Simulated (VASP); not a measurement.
# Pt (P6/mmm) in VASP: notebook

Pt is run at these levels: PBEsol; tasks: relaxation of cell and atoms.

Everything below comes from runs of VASP 6.6.1. Logs are shortened: lines on timing, memory, paths and dates and some standing lists are left out, and cuts for length are marked.

## (1) The cell of the first run

The structure is hexagonal, space group P6/mmm (No. 191). The conventional cell has a = 2.671 Å, b = 2.671 Å, c = 2.510 Å, α = 90.00°, β = 90.00°, γ = 120.00°. Within 3.3 Å of Pt (site symmetry 6/mmm) lie 8 Pt at 2.51 to 2.67 Å.

## (2) Relaxation of cell and atoms, PBEsol, target pressure 2.6 GPa, at which the enthalpy is minimised

INCAR

```
SYSTEM = Pt
ALGO = Normal
EDIFF = 1E-6
EDIFFG = -0.005
ENCUT = 600
GGA = PS
IBRION = 2
ISIF = 3
ISMEAR = -1
LASPH = .TRUE.
LCHARG = .FALSE.
LREAL = .FALSE.
LWAVE = .FALSE.
NELM = 100
NSW = 60
PREC = Accurate
PSTRESS = 26.0
SIGMA = 0.1
```

KPOINTS

```
k-points
0
G
  16 16 15
  0 0 0
```

POSCAR

```
Pt
1.0
    2.6705869261      0.0000000000      0.0000000000
   -1.3352934631      2.3127961210      0.0000000000
    0.0000000000      0.0000000000      2.5103517106
Pt
1
Direct
    0.0000000000      0.0000000000      0.0000000000
```

Potentials or basis: VASP PAW PBE potentials, release 64 (Pt).

Started as:

```
> cat potpaw_PBE.64/Pt/POTCAR > POTCAR
> mpirun -np 1 vasp_std > vasp.out
```

OUTCAR:

```text
SYSTEM = Pt
   EDIFF = 1E-6
   EDIFFG = -0.005
   ENCUT = 600
   GGA = PS
   IBRION = 2
   ISIF = 3
   ISMEAR = -1
   LASPH = .TRUE.
   LREAL = .FALSE.
   NELM = 100
   NSW = 60
   PREC = Accurate
   PSTRESS = 26.0

 ion  position               nearest neighbor table
   1  0.000  0.000  0.000-

  LATTYP: Found a hexagonal cell.
 ALAT       =     2.6705869261
 C/A-ratio  =     0.9400000000

  Lattice vectors:

 A1 = (   2.6705869261,   0.0000000000,   0.0000000000)
 A2 = (  -1.3352934631,   2.3127961210,   0.0000000000)
 A3 = (   0.0000000000,   0.0000000000,   2.5103517106)

Analysis of symmetry for initial positions (statically):
=====================================================================
 Subroutine PRICEL returns:
 Original cell was already a primitive cell.

 Routine SETGRP: Setting up the symmetry group for a
 hexagonal supercell.

 Subroutine GETGRP returns: Found 24 space group operations
 (whereof 24 operations were pure point group operations)
 out of a pool of 24 trial point group operations.

The static configuration has the point symmetry D_6h.

Analysis of symmetry for dynamics (positions and initial velocities):
=====================================================================
 Subroutine PRICEL returns:
 Original cell was already a primitive cell.

 Routine SETGRP: Setting up the symmetry group for a
 hexagonal supercell.

 Subroutine GETGRP returns: Found 24 space group operations
 (whereof 24 operations were pure point group operations)
 out of a pool of 24 trial point group operations.

The dynamic configuration has the point symmetry D_6h.

 Subroutine INISYM returns: Found 24 space group operations
 (whereof 24 operations are pure point group operations),
 and found     1 'primitive' translations

----------------------------------------------------------------------------------------

                                     Primitive cell

  volume of cell :      15.5052

  direct lattice vectors                    reciprocal lattice vectors
     2.670586926  0.000000000  0.000000000     0.374449523  0.216188533  0.000000000
    -1.335293463  2.312796121  0.000000000     0.000000000  0.432377066  0.000000000
     0.000000000  0.000000000  2.510351711     0.000000000  0.000000000  0.398350556

  length of vectors
     2.670586926  2.670586926  2.510351711     0.432377066  0.432377066  0.398350556

  position of ions in fractional coordinates (direct lattice)
     0.000000000  0.000000000  0.000000000

  ion indices of the primitive-cell ions
   primitive index   ion index
                 1           1

----------------------------------------------------------------------------------------

 KPOINTS: k-points

Automatic generation of k-mesh.
 Grid dimensions read from file:
 generate k-points for:   16   16   15

 Generating k-lattice:

  Cartesian coordinates                     Fractional coordinates (reciprocal lattice)
     0.023403095  0.013511783  0.000000000     0.062500000  0.000000000  0.000000000
     0.000000000  0.027023567  0.000000000     0.000000000  0.062500000  0.000000000
     0.000000000  0.000000000  0.026556704     0.000000000  0.000000000  0.066666667

  Length of vectors
     0.027023567  0.027023567  0.026556704

  Shift w.r.t. Gamma in fractional coordinates (k-lattice)
     0.000000000  0.000000000  0.000000000

 Subroutine IBZKPT returns following result:
 ===========================================

 Found    240 irreducible k-points:

 Following reciprocal coordinates:
            Coordinates               Weight
  0.000000  0.000000  0.000000      1.000000
  0.062500  0.000000  0.000000      6.000000
  0.125000  0.000000  0.000000      6.000000
  0.187500  0.000000  0.000000      6.000000
  0.250000  0.000000  0.000000      6.000000
  0.312500 -0.000000  0.000000      6.000000
[... 16 lines left out ...]
  0.187500  0.187500  0.000000      6.000000
  0.250000  0.187500  0.000000     12.000000
 [... further k-points ...]
   k-points           NKPTS =    240   k-points in BZ     NKDIM =    240   number of bands    NBANDS=      9
   number of dos      NEDOS =    301   number of ions     NIONS =      1
   total plane-waves  NPLWV =  11520
   dimension x,y,z NGX =    24 NGY =   24 NGZ =   20
   dimension x,y,z NGXF=    48 NGYF=   48 NGZF=   40
   ions per type =               1
   NGX,Y,Z   is equivalent  to a cutoff of  14.94, 14.94, 13.24 a.u.
   NGXF,Y,Z  is equivalent  to a cutoff of  29.88, 29.88, 26.49 a.u.
 SYSTEM =  Pt
   PREC   = accura    normal or accurate (medium, high low for compatibility)
   ISTART =      0    job   : 0-new  1-cont  2-samecut
   ICHARG =      2    charge: 1-file 2-atom 10-const
   ISPIN  =      1    spin polarized calculation?
   LNONCOLLINEAR =      F non collinear calculations
   LSORBIT =      F    spin-orbit coupling
   LASPH  =      T    aspherical Exc in radial PAW
   ENCUT  =  600.0 eV  44.10 Ry    6.64 a.u.   5.33  5.33  5.01*2*pi/ulx,y,z
   NELM   =    100;   NELMIN=  2; NELMDL= -5     # of ELM steps
   EDIFF  = 0.1E-05   stopping-criterion for ELM
   LREAL  =      F    real-space projection
   EDIFFG = -.5E-02   stopping-criterion for IOM
   NSW    =     60    number of steps for IOM
   IBRION =      2    ionic relax: 0-MD 1-quasi-New 2-CG
   NFREE  =      1    steps in history (QN), initial steepest desc. (CG)
   ISIF   =      3    stress and relaxation
   ISYM   =      2    0-nonsym 1-usesym 2-fastsym
   POTIM  = 0.5000    time-step for ionic-motion
   TEBEG  =    0.0;   TEEND  =   0.0 temperature during run
   PSTRESS=   26.0 pullay stress
   NELECT =      10.0000    total number of electrons
   NUPDOWN=      -1.0000    fix difference up-down
   EMIN   =  10.00;   EMAX   =-10.00  energy-range for DOS
   EFERMI =   0.00;   METHOD = LEGACY
   ISMEAR =    -1;   SIGMA  =   0.10  broadening in eV -4-tet -1-fermi 0-gaus
   EFERMI_NEDOS =   21; number of points for ismear=-14 and -15
   IALGO  =     38    algorithm
   IMIX   =      4    mixing-type and parameters
     AMIX     =   0.40;   BMIX     =  1.00
     AMIX_MAG =   1.60;   BMIX_MAG =  1.00
  volume/ion in A,a.u.               =      15.51       104.63
  Fermi-wavevector in a.u.,A,eV,Ry     =   1.414432  2.672888 27.220043  2.000617
  Thomas-Fermi vector in A             =   2.535974
   LORBIT       =      0    0 simple, 1 ext, 2 COOP (PROOUT), +10 PAW based schemes
   GGA     = PS    functional components
   LHFCALC =     F    Hartree Fock is set to
   AEXX    =    0.0000 exact exchange contribution
   IVDW    =     0    specifies the selected vdW correction
   LEPSILON=     F    determine dielectric tensor
   LRPA    =     F    only Hartree local field effects (RPA)
 conjugate gradient relaxation of ions
 non-spin polarized calculation
  energy-cutoff  :      600.00
  volume of cell :       15.51
 maximum number of plane-waves:       538
 NGX is ok and might be reduce to    24
   NGX = 11   NGY = 11   NGZ = 11

--------------------------------------- Ionic step        1  -------------------------------------------

 number of electron      10.0000001 magnetization

 Free energy of the ion-electron system (eV)
  ---------------------------------------------------
  ext. energy  EPLUGINS =         0.00000000
  ---------------------------------------------------
  free energy    TOTEN  =        -6.73929055 eV

  energy without entropy =       -6.70598142  energy(sigma->0) =       -6.72263599

------------------------ aborting loop because EDIFF is reached ----------------------------------------

  FORCE on cell =-STRESS in cart. coord.  units (eV):
  Direction    XX          YY          ZZ          XY          YZ          ZX
  --------------------------------------------------------------------------------------
  -------------------------------------------------------------------------------------
  Total       -0.0266198     -0.0266198      3.2775183      0.0000000      0.0000000     -0.0000000
  in kB       -2.7506632     -2.7506632    338.6702629      0.0000000      0.0000000     -0.0000000
  external PRESSURE =      85.0563122 kB  Pullay stress =      26.0000000 kB
[... 170 lines left out ...]
  enthalpy is  TOTEN    =        -6.5573281730 eV   P V=        0.2616597710

--------------------------------------- Ionic step        6  -------------------------------------------

 number of electron      10.0000001 magnetization

 E-fermi :  10.3402     XC(G=0): -13.3246

 val. band max:       10.3398904280   @ k =   0.3125   0.0625   0.0667
 cond. band min:      10.3500326211   @ k =   0.0625   0.0000   0.1333
 fundamental gap:      0.0101421931
 Fermi energy:        10.3402090433

 k-point     1 :       0.0000    0.0000    0.0000
  band No.  band energies     occupation
      1       0.4943      2.00000
      2       3.9714      2.00000
      3       6.5853      2.00000
      4       6.5853      2.00000
      5      10.7151      0.04602
      6      10.7151      0.04602
      7      24.0222      0.00000
      8      25.8622      0.00000
      9      32.6285      0.00000
[... 265 lines left out ...]
 k-point    24 :       0.2500    0.1875    0.0000
  band No.  band energies     occupation
      1       4.3932      2.00000
      2       4.9533      2.00000
      3       5.9568      2.00000
      4       8.2746      2.00000
      5       9.7091      1.99637
      6      11.7680      0.00000
      7      19.8978      0.00000
      8      22.6645      0.00000
      9      29.4147      0.00000

 [... further k-points ...]
[... 5 lines left out ...]
  --------------------------------------------------------------------------------------
  -------------------------------------------------------------------------------------
  Total        1.1665496      1.1665496      0.3808235     -0.0000000     -0.0000000     -0.0000000
  in kB      119.4704090    119.4704090     39.0014648     -0.0000000     -0.0000000     -0.0000000
  external PRESSURE =      66.6474276 kB  Pullay stress =      26.0000000 kB
[... 22 lines left out ...]
  enthalpy is  TOTEN    =        -6.5493002434 eV   P V=        0.2538728147

--------------------------------------- Ionic step        7  -------------------------------------------

 number of electron      10.0000002 magnetization

 Free energy of the ion-electron system (eV)
  ---------------------------------------------------
  ext. energy  EPLUGINS =         0.00000000
  ---------------------------------------------------
  free energy    TOTEN  =        -6.81834021 eV

  energy without entropy =       -6.78796955  energy(sigma->0) =       -6.80315488

 E-fermi :   9.9521     XC(G=0): -13.2034

 val. band max:        9.9502619024   @ k =   0.0625   0.0000   0.1333
 cond. band min:       9.9666191660   @ k =   0.2500   0.1250   0.0000
 fundamental gap:      0.0163572637
 Fermi energy:         9.9521249507

 k-point     1 :       0.0000    0.0000    0.0000
  band No.  band energies     occupation
      1       0.3448      2.00000
      2       3.7571      2.00000
      3       6.3367      2.00000
      4       6.3367      2.00000
      5      10.3221      0.04828
      6      10.3221      0.04828
      7      23.8573      0.00000
      8      25.4417      0.00000
      9      31.8040      0.00000
[... 265 lines left out ...]
 k-point    24 :       0.2500    0.1875    0.0000
  band No.  band energies     occupation
      1       4.1368      2.00000
      2       4.7141      2.00000
      3       5.6951      2.00000
      4       8.0593      2.00000
      5       9.3909      1.99272
      6      11.2841      0.00000
      7      19.2551      0.00000
      8      22.0466      0.00000
      9      29.0624      0.00000

 [... further k-points ...]
[... 5 lines left out ...]
  --------------------------------------------------------------------------------------
  -------------------------------------------------------------------------------------
  Total        0.2572667      0.2572667      0.2614079     -0.0000000     -0.0000000      0.0000000
  in kB       25.7928168     25.7928168     26.2079962     -0.0000000     -0.0000000      0.0000000
  external PRESSURE =      -0.0687901 kB  Pullay stress =      26.0000000 kB
[... 16 lines left out ...]
  FREE ENERGIE OF THE ION-ELECTRON SYSTEM (eV)
  ---------------------------------------------------
  free  energy   TOTEN  =        -6.8183402059 eV

  energy  without entropy=       -6.7879695473  energy(sigma->0) =       -6.80315488

  enthalpy is  TOTEN    =        -6.5590069568 eV   P V=        0.2593332491

 reached required accuracy - stopping structural energy minimisation
```

It took 68 s on 1 thread of Intel Xeon Platinum 8375C at 2.90GHz (Ice Lake), shared host; peak memory 0.18 GiB.

What came out:

* Free energy: -6.8183 eV
* Relaxed volume: 15.98 Å³/atom
* Relaxed cell: a = 2.646 Å, b = 2.646 Å, c = 2.635 Å, α = 90.00°, β = 90.00°, γ = 120.00°
* Space group after relaxing (to 0.05 Å): P6/mmm (No. 191)
* Energy change on relaxing (the enthalpy is what falls): -79.0 meV/atom
* Ionic steps: 7
* Pressure after relaxing: 2.6 GPa
* Band gap on the k mesh: zero (band 5 reaches 11.47 eV, above the bottom of band 6 at 8.51 eV)

The path:
```tsv
step	energy change (eV)	largest force (eV/Å)	pressure (GPa)	volume (Å³)
1	0.0000	0.0000	11.11	15.51
2	0.0530	0.0000	-7.54	17.29
3	-0.0802	0.0000	-0.65	16.18
4	-0.0799	0.0000	-0.11	16.14
5	-0.0797	0.0000	0.02	16.12
6	-0.0639	0.0000	9.26	15.64
7	-0.0790	0.0000	2.59	15.98
```

Final structure:
```
Pt
1.0
     2.64628    0.00000    0.00000
    -1.32314    2.29175    0.00000
     0.00000    0.00000    2.63507
Pt
1
Direct
  0.00000 0.00000 0.00000
```

Levels at points of the mesh, in eV from the Fermi level:
```tsv
k point	band 2	band 3	band 4	band 5	band 6	band 7	band 8	band 9
(0.00, 0.00, 0.00)	-6.20	-3.62	-3.62	0.37	0.37	13.91	15.49	21.85
(0.50, 0.00, 0.00)	-5.11	-2.44	-0.24	-0.06	0.90	6.12	13.87	17.38
```

Caveat: the cell is relaxed towards a set pressure, so the enthalpy falls and the energy may rise; the PAW data sets were made with another functional, which shifts forces and pressure a little; spin-orbit coupling is left out, which moves the levels of the heavy elements.

[end of part 1 of 2]
